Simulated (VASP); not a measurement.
KCl: single point with PBE

Crystal: KCl.

```
CELL_PARAMETERS angstrom
3.89678 0.00000 0.00000
0.00000 3.89678 0.00000
0.00000 0.00000 3.83920
ATOMIC_POSITIONS crystal
K 0.00000 0.00000 0.00000
Cl 0.50000 0.50000 0.50000
```

This cell differs from its parent crystal: strain +0.015 along x and y, +0.000 along z.

- Program: VASP 6.6.1
- Task: single point
- Functional: PBE
- Potentials or basis: VASP PAW PBE potentials, release 64 (K_sv, Cl)
- Cutoff: 520 eV
- k mesh: 6 × 6 × 6
- Occupations: gaussian, width 0.05 eV
- Spin: no spin polarisation
- Dipole correction: no
- Further INCAR settings: ALGO = Normal; EDIFF = 1e-06; NBANDS = 15

| Quantity | Value |
| --- | --- |
| Pressure | -0.6 GPa |
| Band gap on the k mesh | 4.63 eV (least direct gap 4.82 eV) |

Stress tensor (GPa, compression positive):
```
-0.77  0.00  0.00
 0.00 -0.77  0.00
 0.00  0.00 -0.15
```

Levels at points of the mesh, in eV from the valence-band top:
```tsv
k point	band 4	band 5	band 6	band 7	band 8	band 9	band 10	band 11	band 12	band 13
(0.00, 0.00, 0.00)	-11.56	-11.55	-0.26	-0.26	-0.19	4.63	6.52	6.58	10.45	10.54
(0.50, 0.00, 0.00)	-11.53	-11.40	-1.72	-0.27	-0.19	7.51	7.81	8.01	10.09	10.35
(0.50, 0.50, 0.00)	-11.75	-11.51	-1.19	-1.19	0.00	6.08	7.28	8.95	8.95	11.02
(0.00, 0.00, 0.50)	-11.53	-11.42	-1.72	-0.26	-0.26	7.52	7.87	8.09	10.06	10.27
(0.50, 0.00, 0.50)	-11.74	-11.51	-1.20	-1.17	-0.06	6.13	7.16	8.79	8.85	11.02
(0.50, 0.50, 0.50)	-11.70	-11.70	-1.30	-1.27	-1.27	8.66	8.66	8.69	9.67	9.67
```

It took 23 s on 1 thread of Intel(R) Xeon(R) Platinum 8375C CPU @ 2.90GHz (Ice Lake), on a shared host, peak memory 0.18 GiB.

Caveat: the cell differs from its parent crystal (strain +0.015 along x and y, +0.000 along z). A k mesh can miss the band edges.
